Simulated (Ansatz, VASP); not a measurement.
One calculation of In2S, two programs

File INCAR:

```
  PREC = Accurate
  ENCUT = 500
  EDIFF = 1E-6
  ISMEAR = 0
  SIGMA = 0.05
  LREAL = False
  LASPH = True
  NELM = 120
  ALGO = Normal
  ISIF = 2
  LWAVE = False
  LCHARG = False
  GGA = PE
  NBANDS = 23
  GGA_COMPAT = False
```

File KPOINTS:

```
regular mesh
0
Gamma
  6 6 6
```

POSCAR

```
In2S
1.0
    0.0000000000      3.1196095282      3.1196095282
    3.1196095282      0.0000000000      3.1196095282
    3.1196095282      3.1196095282      0.0000000000
S In
1 2
Direct
    0.0000000000      0.0000000000      0.0000000000
    0.2500000000      0.2500000000      0.2500000000
    0.7500000000      0.7500000000      0.7500000000
```

Input for Ansatz:

```yaml
crystal:
  lattice:
    - [0.0, 3.1196095282, 3.1196095282]
    - [3.1196095282, 0.0, 3.1196095282]
    - [3.1196095282, 3.1196095282, 0.0]
  atoms:
    - { symbol: S, position: [0.0, 0.0, 0.0] }
    - { symbol: In, position: [0.25, 0.25, 0.25] }
    - { symbol: In, position: [0.75, 0.75, 0.75] }
basis:
  ecutwfc: 420
kpoints:
  mp_grid: { grid: [6, 6, 6] }
hamiltonian:
  xc: pbe
scf:
  occupations: { method: gaussian, width: 0.05 }
output:
  forces: true
  stress: true
  eigenvalues: true
```

Alike in both runs: task single point; functional PBE; k mesh 6 × 6 × 6; occupations gaussian, width 0.05 eV; no spin polarisation.

```csv
,VASP,Ansatz
version,VASP 6.6.1,Ansatz 0.2.0
potentials or method,"VASP PAW PBE potentials, release 64 (S, In_d), cutoff 500 eV","scalar-relativistic, plane waves, PAW"
valence electrons in the cell,32,32
```

VASP gave:

| Property | Result |
| --- | --- |
| gap on the k mesh at the Fermi level (eV) | none |
| pressure (GPa) | 24.7 |

Question: Which values does Ansatz return?

Answer: gap on the k mesh at the Fermi level (eV): none; pressure (GPa): 24.6.

A gap of «none» marks a metal or a gap that the smearing closes.
